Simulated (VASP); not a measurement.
# KF (I4/mmm) in VASP: further runs, part 2 of 2

VASP 6.6.1.

## Step 3: Single point, r2SCAN (strain +0.025 along x and y, +0.000 along z)

File POSCAR:

```
KF
1.0
    0.0000000000      2.7403375000      2.6735000000
    2.7403375000      0.0000000000      2.6735000000
    2.7403375000      2.7403375000      0.0000000000
K F
1 1
Direct
    0.0000000000      0.0000000000      0.0000000000
    0.5000000000      0.5000000000      0.5000000000
```

File INCAR.step1:

```
ALGO     = Normal         # electronic algorithm
EDIFF    = 1E-4           # SCF threshold, eV
ENCUT    = 520            # plane-wave cutoff, eV
GGA      = PE             # functional
ISMEAR   = 0              # smearing method
LASPH    = T              # aspherical terms in the spheres
LCHARG   = F              # write CHGCAR
LREAL    = F              # projectors in reciprocal space
LWAVE    = T              # write WAVECAR
NBANDS   = 15             # bands
NELM     = 100            # most SCF steps
PREC     = Accurate       # precision mode
SIGMA    = 0.05           # smearing width, eV
```

File INCAR.step2:

```
ALGO     = Normal         # electronic algorithm
EDIFF    = 1E-6           # SCF threshold, eV
ENCUT    = 520            # plane-wave cutoff, eV
ISIF     = 2              # what is computed and relaxed
ISMEAR   = 0              # smearing method
ISTART   = 1            
LASPH    = T              # aspherical terms in the spheres
LCHARG   = T              # write CHGCAR
LELF     = T              # ELF
LMIXTAU  = T            
LREAL    = F              # projectors in reciprocal space
LVHAR    = T            
LWAVE    = F              # write WAVECAR
METAGGA  = R2SCAN         # meta-GGA
NBANDS   = 15             # bands
NELM     = 100            # most SCF steps
PREC     = Accurate       # precision mode
SIGMA    = 0.05           # smearing width, eV
```

File KPOINTS:

```
k-points
0
Gamma
  8 8 8
```

Potentials or basis: VASP PAW PBE potentials, release 64 (K_sv, F).

Launch:

```console
> cat potpaw_PBE.64/K_sv/POTCAR potpaw_PBE.64/F/POTCAR > POTCAR
> cp INCAR.step1 INCAR
> mpirun -np 1 vasp_std > vasp.out
> cp INCAR.step2 INCAR
> mpirun -np 1 vasp_std > vasp.out
```

OUTCAR:

```text
EDIFF = 1E-6
   ENCUT = 520
   ISIF = 2
   ISMEAR = 0
   ISTART = 1
   LASPH = T
   LREAL = F
   METAGGA = R2SCAN
   NELM = 100
   PREC = Accurate

 ion  position               nearest neighbor table
   1  0.000  0.000  0.000-   2 2.67   2 2.67   2 2.74   2 2.74   2 2.74   2 2.74
   2  0.500  0.500  0.500-   1 2.67   1 2.67   1 2.74   1 2.74   1 2.74   1 2.74

  LATTYP: Found a body centered tetragonal cell.
 ALAT       =     3.8754224580
 C/A-ratio  =     1.3797205487

  Lattice vectors:

 A1 = (   0.0000000000,  -2.7403375000,  -2.6735000000)
[... 611 lines left out ...]
     12       9.2363      0.00000
     13      10.4838      0.00000
     14      10.8381      0.00000
     15      14.4563      0.00000

 [... further k-points ...]
[... 5 lines left out ...]
  --------------------------------------------------------------------------------------
  -------------------------------------------------------------------------------------
  Total       -0.5900818     -0.5900818     -0.3048527      0.0000000     -0.0000000     -0.0000000
  in kB      -23.5453150    -23.5453150    -12.1641663      0.0000000     -0.0000000     -0.0000000
  external PRESSURE =     -19.7515988 kB  Pullay stress =       0.0000000 kB

 VOLUME and BASIS-vectors are now :
 -----------------------------------------------------------------------------
  energy-cutoff  :      520.00
  volume of cell :       40.15
      direct lattice vectors                 reciprocal lattice vectors
     0.000000000  2.740337500  2.673500000    -0.182459277  0.182459277  0.187020759
     2.740337500  0.000000000  2.673500000     0.182459277 -0.182459277  0.187020759
     2.740337500  2.740337500  0.000000000     0.182459277  0.182459277 -0.187020759

 POSITION                                       TOTAL-FORCE (eV/Angst)
 -----------------------------------------------------------------------------------
      0.00000      0.00000      0.00000        -0.000000      0.000000      0.000000
      2.74034      2.74034      2.67350         0.000000     -0.000000      0.000000
 -----------------------------------------------------------------------------------
    total drift:                                0.000000      0.000000      0.000000

  FREE ENERGIE OF THE ION-ELECTRON SYSTEM (eV)
  ---------------------------------------------------
  free  energy   TOTEN  =       -14.9566268021 eV

  energy  without entropy=      -14.9566268021  energy(sigma->0) =      -14.95662680
```

OUTCAR.step1:

```text
EDIFF = 1E-4
   ENCUT = 520
   GGA = PE
   ISMEAR = 0
   LASPH = T
[... 653 lines left out ...]
 -----------------------------------------------------------------------------------
      0.00000      0.00000      0.00000        -0.000000      0.000000     -0.000000
      2.74034      2.74034      2.67350         0.000000     -0.000000      0.000000
 -----------------------------------------------------------------------------------
    total drift:                                0.000000      0.000000      0.000000

  FREE ENERGIE OF THE ION-ELECTRON SYSTEM (eV)
  ---------------------------------------------------
  free  energy   TOTEN  =        -8.2971231785 eV

  energy  without entropy=       -8.2971231785  energy(sigma->0) =       -8.29712318
```

OSZICAR.step1:

```text
N       E                     dE             d eps       ncg     rms          rms(c)
DAV:   1     0.107009230430E+03    0.10701E+03   -0.81431E+03  1770   0.103E+03
DAV:   2    -0.501665190308E+01   -0.11203E+03   -0.10404E+03  2313   0.277E+02
DAV:   3    -0.946134104349E+01   -0.44447E+01   -0.44249E+01  2364   0.490E+01
DAV:   4    -0.957552742105E+01   -0.11419E+00   -0.11416E+00  2306   0.757E+00
DAV:   5    -0.957832138448E+01   -0.27940E-02   -0.27939E-02  2476   0.909E-01    0.627E+00
DAV:   6    -0.833162042363E+01    0.12467E+01   -0.36049E+00  1875   0.143E+01    0.377E+00
DAV:   7    -0.830012782148E+01    0.31493E-01   -0.66153E-02  2190   0.221E+00    0.210E+00
DAV:   8    -0.829472091349E+01    0.54069E-02   -0.53958E-02  1994   0.226E+00    0.198E-01
DAV:   9    -0.829637654731E+01   -0.16556E-02   -0.37700E-03  2127   0.509E-01    0.122E-01
DAV:  10    -0.829698720894E+01   -0.61066E-03   -0.47825E-04  1896   0.185E-01    0.647E-02
DAV:  11    -0.829712339443E+01   -0.13619E-03   -0.13209E-04  1822   0.945E-02    0.187E-02
DAV:  12    -0.829712317855E+01    0.21588E-06   -0.10345E-05  1396   0.331E-02
   1 F= -.82971232E+01 E0= -.82971232E+01  d E =-.407966E-11
```

Wall time 2.4 min (1 thread of Intel Xeon 8259CL, shared host); peak memory 0.19 GiB.

Results:

| Item | Value |
| --- | --- |
| Free energy | -14.9566 eV |
| Pressure | -2.0 GPa |
| Band gap on the k mesh | 6.54 eV |

Caveat: the cell differs from its parent crystal (strain +0.025 along x and y, +0.000 along z); the PAW data sets were made with another functional, which shifts forces and pressure a little. A k mesh can miss the band edges.
